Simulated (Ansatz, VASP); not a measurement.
# Ag: VASP beside Ansatz

```
Ag
1.0
     0.00000    3.09654    3.09654
     3.09654    0.00000    3.09654
     3.09654    3.09654    0.00000
Ag
2
Direct
  0.12500 0.12500 0.12500
  0.87500 0.87500 0.87500
```

Alike in both runs: task single point; functional PBEsol; k mesh 10 × 10 × 10; occupations fermi-dirac, width 0.1 eV; no spin polarisation.

```csv
,VASP,Ansatz
version,VASP 6.6.1,Ansatz 0.2.0
potentials or method,"VASP PAW PBE potentials, release 64 (Ag), cutoff 520 eV","plane waves (420 eV) with PAW, scalar-relativistic"
valence electrons in the cell,22,38
```

```csv
,VASP,Ansatz,Ansatz less VASP
pressure (GPa),-2.6,-2.6,+0.06
```

VASP's potentials were made for PBE, not for PBEsol, and Ansatz warns of the same on its side. With one functional, cell and mesh, what is left measures potentials, basis and numerics. VASP's potentials hold 22 valence electrons a cell and Ansatz's 38, so a difference there can come from the potentials and not from the codes.
